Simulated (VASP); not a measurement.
**TaN: single point with PBE**

Crystal: TaN.

```
Ta N
1.0
     3.05000    0.00000    0.00000
    -1.52500    2.64138    0.00000
     0.00000    0.00000    4.94000
Ta N
2 2
Direct
  0.28333 0.64167 0.99137
  0.66667 0.33333 0.50000
  0.33333 0.66667 0.38500
  0.71667 0.35833 0.89363
```

```json
{
  "Program": "VASP 6.6.1",
  "Task": "single point",
  "Functional": "PBE",
  "Potentials or basis": "VASP PAW PBE potentials, release 64 (Ta_sv_GW, N)",
  "Cutoff": "700 eV",
  "k mesh": "7 × 7 × 4",
  "Occupations": "fermi-dirac, width 0.03 eV",
  "Spin": "no spin polarisation"
}
```

```
Pressure               : 156.0 GPa
Largest force          : 18.070 eV/Å
Band gap on the k mesh : zero (bands 18 and 19 overlap by 2.17 eV)
```

Forces on the atoms (eV/Å):
```
Ta   14.787   8.537   5.914
Ta   -0.966  -0.558   2.882
N     0.432   0.249  -2.687
N   -14.252  -8.229  -6.109
```

Stress tensor (GPa, compression positive):
```
207.44  50.70  28.97
 50.70 148.90  16.72
 28.97  16.72 111.74
```

Levels at points of the mesh, in eV from the Fermi level:
```csv
k point,band 15,band 16,band 17,band 18,band 19,band 20,band 21,band 22
"(0.00, 0.00, 0.00)",-7.68,-7.52,-1.13,-0.50,-0.26,2.30,2.65,2.83
"(0.00, 0.00, 0.50)",-8.29,-7.98,0.25,0.95,1.14,1.62,2.13,2.35
```

Wall time 87 s on 1 thread of AMD EPYC 7R13 Processor (Zen 3) (shared host), peak memory 0.22 GiB.

Caveat: the stress differs along the axes, from 112 to 207 GPa; spin-orbit coupling is left out, which moves the levels of the heavy elements; forces of over 1 eV/Å act on the atoms, so gaps and moduli don't describe the material at rest.
